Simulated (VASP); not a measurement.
# SrO (P6_3/mmc) in VASP: further runs

Aim: see how the results for SrO move with the level of theory and the settings. Levels: LDA, PBEsol, r2SCAN. Tasks: single point.

Everything below comes from runs of VASP 6.6.1. Logs are shortened: lines on timing, memory, paths and dates and some standing lists are left out, and cuts for length are marked.

### Step 1. The cell of the first run

The structure is hexagonal, space group P6_3/mmc (No. 194). The conventional cell has a = 4.189 Å, b = 4.189 Å, c = 5.050 Å, α = 90.00°, β = 90.00°, γ = 120.00°. Sr (site symmetry -6m2) has 5 O at 2.42 to 2.52 Å within 3.2 Å. O (site symmetry -6m2) has 5 Sr at 2.42 to 2.52 Å within 3.2 Å.

### Step 2. Single point, LDA

The input, INCAR:

```
PREC = Accurate
ENCUT = 520
EDIFF = 1E-6
ISMEAR = -1
SIGMA = 0.02
LREAL = F
LASPH = T
NELM = 80
ALGO = Normal
ISIF = 2
LWAVE = F
LCHARG = F
GGA = CA
NBANDS = 24
```

The input, KPOINTS:

```
regular mesh
0
Gamma
  6 6 4
```

The input, POSCAR:

```
SrO
1.0
    4.1894680345      0.0000000000      0.0000000000
   -2.0947340172      3.6281857462      0.0000000000
    0.0000000000      0.0000000000      5.0497580025
Sr O
2 2
Direct
    0.3333333333      0.6666666667     -0.0625000000
    0.6666666667      0.3333333333      0.4375000000
    0.3333333333      0.6666666667      0.4375000000
    0.6666666667      0.3333333333      0.9375000000
```

Potentials or basis: VASP PAW LDA potentials, release 64 (Sr_sv, O).

Launch:

```sh
cat potpaw_LDA.64/Sr_sv/POTCAR potpaw_LDA.64/O/POTCAR > POTCAR
mpirun -np 1 vasp_std > vasp.out
```

OUTCAR:

```text
PREC = Accurate
   ENCUT = 520
   EDIFF = 1E-6
   ISMEAR = -1
   LREAL = F
   LASPH = T
   NELM = 80
   ISIF = 2
   GGA = CA

 ion  position               nearest neighbor table
   1  0.333  0.667  0.938-   4 2.42   4 2.42   4 2.42   3 2.52   3 2.52   2 3.50   2 3.50   2 3.50
                             2 3.50   2 3.50   2 3.50
   2  0.667  0.333  0.438-   3 2.42   3 2.42   3 2.42   4 2.52   4 2.52   1 3.50   1 3.50   1 3.50
                             1 3.50   1 3.50   1 3.50
   3  0.333  0.667  0.438-   2 2.42   2 2.42   2 2.42   1 2.52   1 2.52
   4  0.667  0.333  0.938-   1 2.42   1 2.42   1 2.42   2 2.52   2 2.52

  LATTYP: Found a hexagonal cell.
 ALAT       =     4.1894680345
 C/A-ratio  =     1.2053458723

  Lattice vectors:

 A1 = (   4.1894680345,   0.0000000000,   0.0000000000)
 A2 = (  -2.0947340172,   3.6281857462,   0.0000000000)
 A3 = (   0.0000000000,   0.0000000000,   5.0497580025)

Analysis of symmetry for initial positions (statically):
=====================================================================
 Subroutine PRICEL returns:
 Original cell was already a primitive cell.

 Routine SETGRP: Setting up the symmetry group for a
 hexagonal supercell.

 Subroutine GETGRP returns: Found 24 space group operations
 (whereof  6 operations were pure point group operations)
 out of a pool of 24 trial point group operations.

The static configuration has the point symmetry C_3v.
 The point group associated with its full space group is D_6h.

Analysis of symmetry for dynamics (positions and initial velocities):
=====================================================================
 Subroutine PRICEL returns:
 Original cell was already a primitive cell.

 Routine SETGRP: Setting up the symmetry group for a
 hexagonal supercell.

 Subroutine GETGRP returns: Found 24 space group operations
 (whereof  6 operations were pure point group operations)
 out of a pool of 24 trial point group operations.

The dynamic configuration has the point symmetry C_3v.
 The point group associated with its full space group is D_6h.

 Subroutine INISYM returns: Found 24 space group operations
 (whereof  6 operations are pure point group operations),
 and found     1 'primitive' translations

----------------------------------------------------------------------------------------

                                     Primitive cell

  volume of cell :      76.7572

  direct lattice vectors                    reciprocal lattice vectors
[... 87 lines left out ...]
   EDIFF  = 0.1E-05   stopping-criterion for ELM
   LREAL  =      F    real-space projection
   EDIFFG = 0.1E-04   stopping-criterion for IOM
   NSW    =      0    number of steps for IOM
   IBRION =     -1    ionic relax: 0-MD 1-quasi-New 2-CG
   NFREE  =      0    steps in history (QN), initial steepest desc. (CG)
   ISIF   =      2    stress and relaxation
   ISYM   =      2    0-nonsym 1-usesym 2-fastsym
   POTIM  = 0.5000    time-step for ionic-motion
   TEBEG  =    0.0;   TEEND  =   0.0 temperature during run
   PSTRESS=    0.0 pullay stress
   NELECT =      32.0000    total number of electrons
   NUPDOWN=      -1.0000    fix difference up-down
   EMIN   =  10.00;   EMAX   =-10.00  energy-range for DOS
   EFERMI =   0.00;   METHOD = LEGACY
   ISMEAR =    -1;   SIGMA  =   0.02  broadening in eV -4-tet -1-fermi 0-gaus
   EFERMI_NEDOS =   21; number of points for ismear=-14 and -15
   IALGO  =     38    algorithm
   IMIX   =      4    mixing-type and parameters
     AMIX     =   0.40;   BMIX     =  1.00
     AMIX_MAG =   1.60;   BMIX_MAG =  1.00
  volume/ion in A,a.u.               =      19.19       129.50
  Fermi-wavevector in a.u.,A,eV,Ry     =   1.222978  2.311093 20.349883  1.495674
  Thomas-Fermi vector in A             =   2.358105
   LORBIT       =      0    0 simple, 1 ext, 2 COOP (PROOUT), +10 PAW based schemes
   GGA     = CA    functional components
   LHFCALC =     F    Hartree Fock is set to
   AEXX    =    0.0000 exact exchange contribution
   IVDW    =     0    specifies the selected vdW correction
   LEPSILON=     F    determine dielectric tensor
   LRPA    =     F    only Hartree local field effects (RPA)
 non-spin polarized calculation
  energy-cutoff  :      520.00
  volume of cell :       76.76
 maximum number of plane-waves:      2082
 NGX is ok and might be reduce to    32
   NGX = 15   NGY = 15   NGZ = 19

 number of electron      32.0000004 magnetization

 Free energy of the ion-electron system (eV)
  ---------------------------------------------------
  ext. energy  EPLUGINS =         0.00000000
  ---------------------------------------------------
  free energy    TOTEN  =       -26.39671910 eV

  energy without entropy =      -26.39671910  energy(sigma->0) =      -26.39671910

 E-fermi :   1.1362     XC(G=0):  -9.7260

 val. band max:        0.6767202911   @ k =   0.0000   0.0000   0.0000
 cond. band min:       3.3006249942   @ k =   0.0000   0.0000   0.0000
 fundamental gap:      2.6239047031
 Fermi energy:         1.1362049240

 k-point     1 :       0.0000    0.0000    0.0000
  band No.  band energies     occupation
      1     -31.2328      2.00000
      2     -31.0078      2.00000
      3     -14.1272      2.00000
      4     -14.0947      2.00000
      5     -14.0217      2.00000
      6     -13.5106      2.00000
[... 556 lines left out ...]
     23      10.3184      0.00000
     24      10.3184      0.00000

------------------------ aborting loop because EDIFF is reached ----------------------------------------

  FORCE on cell =-STRESS in cart. coord.  units (eV):
  Direction    XX          YY          ZZ          XY          YZ          ZX
  --------------------------------------------------------------------------------------
  -------------------------------------------------------------------------------------
  Total        0.3184102      0.3184102      0.3402032      0.0000000      0.0000000      0.0000000
  in kB        6.6462785      6.6462785      7.1011720      0.0000000      0.0000000      0.0000000
  external PRESSURE =       6.7979097 kB  Pullay stress =       0.0000000 kB

 VOLUME and BASIS-vectors are now :
 -----------------------------------------------------------------------------
  energy-cutoff  :      520.00
  volume of cell :       76.76
      direct lattice vectors                 reciprocal lattice vectors
     4.189468034  0.000000000  0.000000000     0.238693789  0.137809923  0.000000000
    -2.094734017  3.628185746  0.000000000     0.000000000  0.275619847  0.000000000
     0.000000000  0.000000000  5.049758002     0.000000000  0.000000000  0.198029292

 POSITION                                       TOTAL-FORCE (eV/Angst)
 -----------------------------------------------------------------------------------
     -0.00000      2.41879      4.73415        -0.000000      0.000000     -0.000000
      2.09473      1.20940      2.20927        -0.000000     -0.000000     -0.000000
     -0.00000      2.41879      2.20927         0.000000     -0.000000     -0.000000
      2.09473      1.20940      4.73415         0.000000      0.000000      0.000000
 -----------------------------------------------------------------------------------
    total drift:                               -0.000000      0.000000      0.000000

  FREE ENERGIE OF THE ION-ELECTRON SYSTEM (eV)
  ---------------------------------------------------
  free  energy   TOTEN  =       -26.3967190983 eV

  energy  without entropy=      -26.3967190983  energy(sigma->0) =      -26.39671910
```

OSZICAR:

```text
N       E                     dE             d eps       ncg     rms          rms(c)
DAV:   1     0.189944370708E+03    0.18994E+03   -0.16356E+04  1008   0.126E+03
DAV:   2    -0.189953608379E+02   -0.20894E+03   -0.19638E+03  1400   0.295E+02
DAV:   3    -0.318154935921E+02   -0.12820E+02   -0.12732E+02  1584   0.655E+01
DAV:   4    -0.321696395504E+02   -0.35415E+00   -0.35393E+00  1392   0.906E+00
DAV:   5    -0.321742299070E+02   -0.45904E-02   -0.45902E-02  1448   0.965E-01    0.279E+01
DAV:   6    -0.268633629422E+02    0.53109E+01   -0.24679E+01  1120   0.270E+01    0.332E+01
DAV:   7    -0.266225588979E+02    0.24080E+00   -0.19688E+00  1376   0.811E+00    0.197E+01
DAV:   8    -0.264139071321E+02    0.20865E+00   -0.70699E-01  1200   0.536E+00    0.350E+00
DAV:   9    -0.263953672534E+02    0.18540E-01   -0.62136E-02  1344   0.162E+00    0.534E-01
DAV:  10    -0.263970854298E+02   -0.17182E-02   -0.70614E-03  1208   0.527E-01    0.315E-01
DAV:  11    -0.263966765172E+02    0.40891E-03   -0.29075E-03  1368   0.320E-01    0.895E-02
DAV:  12    -0.263967347889E+02   -0.58272E-04   -0.32404E-04  1264   0.981E-02    0.550E-02
DAV:  13    -0.263967183811E+02    0.16408E-04   -0.49155E-05  1464   0.449E-02    0.226E-02
DAV:  14    -0.263967190983E+02   -0.71727E-06   -0.55908E-06  1304   0.139E-02
   1 F= -.26396719E+02 E0= -.26396719E+02  d E =-.947995E-12
```

It took 15 s on 1 thread of Intel Xeon 6975P-C (Granite Rapids), shared host; peak memory 0.17 GiB.

Results:

| Quantity | Value |
| --- | --- |
| Free energy | -26.3967 eV |
| Pressure | 0.7 GPa |
| Band gap on the k mesh | 2.62 eV, direct |

Levels at points of the mesh, in eV from the valence-band top:
| k point | band 13 | band 14 | band 15 | band 16 | band 17 | band 18 | band 19 | band 20 |
| --- | --- | --- | --- | --- | --- | --- | --- | --- |
| (0.00, 0.00, 0.00) | -0.95 | -0.95 | -0.22 | 0.00 | 2.62 | 6.12 | 6.12 | 7.35 |
| (0.50, 0.00, 0.00) | -0.34 | -0.32 | -0.31 | -0.29 | 4.23 | 4.75 | 4.98 | 7.44 |
| (0.00, 0.00, 0.50) | -1.21 | -1.21 | -1.21 | -1.21 | 4.35 | 4.35 | 8.05 | 8.05 |
| (0.50, 0.00, 0.50) | -1.00 | -1.00 | -0.44 | -0.44 | 4.90 | 4.90 | 7.52 | 7.52 |

A hybrid or GW would open this gap; LDA tends to underestimate it.

(Continued in part 2 of 2.)
